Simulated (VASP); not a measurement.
**Al2B2As: single point with PBE**

Al2B2As:

```
CELL_PARAMETERS angstrom
3.33856 0.00000 0.00000
0.00000 3.33856 0.00000
0.00000 0.00000 6.73035
ATOMIC_POSITIONS crystal
Al 0.00000 0.00000 0.00000
Al 0.50000 0.50000 0.50000
B 0.50000 0.50000 0.77364
B 0.50000 0.50000 0.22636
As 0.00000 0.00000 0.50000
```

```json
{
 "Program": "VASP 6.6.1",
 "Task": "single point",
 "Functional": "PBE",
 "Potentials or basis": "VASP PAW PBE potentials, release 64 (Al, B, As)",
 "Cutoff": "520 eV",
 "k mesh": "6 × 6 × 4",
 "Occupations": "gaussian, width 0.1 eV",
 "Spin": "no spin polarisation"
}
```

The pressure is 12.5 GPa and the largest force is 5.846 eV/Å.

Forces on the atoms (eV/Å):
```
Al   0.000  0.000  0.000
Al   0.000  0.000  0.000
B    0.000  0.000  5.846
B    0.000  0.000 -5.846
As   0.000  0.000  0.000
```

Stress tensor (GPa, compression positive):
```
 7.01  0.00  0.00
 0.00  7.01  0.00
 0.00  0.00 23.33
```

Levels at points of the mesh, in eV from the Fermi level:
| k point | band 5 | band 6 | band 7 | band 8 | band 9 | band 10 | band 11 | band 12 |
| --- | --- | --- | --- | --- | --- | --- | --- | --- |
| (0.00, 0.00, 0.00) | -2.04 | -2.04 | -0.97 | 1.59 | 1.79 | 1.79 | 2.39 | 2.39 |
| (0.50, 0.00, 0.00) | -4.77 | -4.46 | 0.02 | 0.04 | 0.69 | 1.26 | 2.61 | 2.61 |
| (0.50, 0.50, 0.00) | -4.98 | -2.65 | -1.71 | -1.71 | -1.43 | -1.43 | -1.37 | -1.16 |
| (0.00, 0.00, 0.50) | -1.97 | -1.97 | -1.10 | 0.94 | 0.94 | 1.23 | 3.21 | 3.66 |
| (0.50, 0.00, 0.50) | -2.88 | -2.72 | -1.43 | -1.10 | 0.05 | 1.58 | 1.65 | 2.05 |
| (0.50, 0.50, 0.50) | -5.56 | -2.94 | -2.94 | -2.46 | -1.41 | 0.24 | 0.93 | 0.93 |

Wall time 39 s on 1 thread of Intel Xeon 6975P-C, with other jobs on the host, peak memory 0.2 GiB.

Caveat: forces of over 1 eV/Å act on the atoms, so gaps and moduli don't describe the material at rest.
